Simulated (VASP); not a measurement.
# SiSnSeS2: single point with PBE

SiSnSeS2:

```xyz
5
Lattice="-2.4770 2.4770 4.6447 2.4770 -2.4770 4.6447 2.4770 2.4770 -4.6447" Properties=species:S:1:pos:R:3 pbc="T T T"
Si    0.0000    2.4770    2.3223
Sn    0.0000    0.0000    0.0000
Se    2.4770    0.0000    2.3223
S     0.0000    0.0000    6.4503
S     0.0000    0.0000    2.8390
```

The cell was generated, and may not be a known phase.

- Program: VASP 6.6.1
- Task: single point
- Functional: PBE
- Potentials or basis: VASP PAW PBE potentials, release 64 (Si, Sn_d, Se, S)
- Cutoff: 500 eV
- k mesh: 4 × 4 × 4
- Occupations: gaussian, width 0.15 eV
- Spin: no spin polarisation

```json
{"Pressure": "0.5 GPa", "Largest force": "0.030 eV/Å", "Band gap on the k mesh": "zero (bands 18 and 19 overlap by 2.45 eV)"}
```

Forces on the atoms (eV/Å):
```
Si   0.000  0.000  0.000
Sn   0.000  0.000  0.000
Se   0.000  0.000  0.000
S    0.000  0.000 -0.030
S    0.000  0.000  0.030
```

Stress tensor (GPa, compression positive):
```
0.72 0.00 0.00
0.00 0.72 0.00
0.00 0.00 0.11
```

Levels at points of the mesh, in eV from the Fermi level:
| k point | band 14 | band 15 | band 16 | band 17 | band 18 | band 19 | band 20 | band 21 | band 22 | band 23 |
| --- | --- | --- | --- | --- | --- | --- | --- | --- | --- | --- |
| (0.00, 0.00, 0.00) | -4.56 | -4.56 | -3.32 | -1.87 | -0.61 | -0.61 | 1.14 | 2.89 | 3.75 | 3.75 |
| (0.50, 0.00, 0.00) | -3.04 | -2.44 | -1.90 | -1.61 | -0.93 | 0.29 | 1.15 | 1.34 | 2.34 | 2.49 |
| (0.50, 0.50, 0.00) | -2.97 | -2.10 | -1.70 | -1.42 | -1.41 | -0.55 | 0.19 | 1.20 | 1.24 | 1.29 |
| (0.50, 0.50, 0.50) | -4.47 | -2.82 | -2.07 | -1.41 | 1.31 | 1.31 | 1.46 | 2.37 | 2.37 | 2.67 |

Run time: 45 s on 1 thread of Intel Xeon 8259CL, with other jobs on the host, peak memory 0.28 GiB.

Caveat: spin-orbit coupling is left out, which moves the levels of the heavy elements.
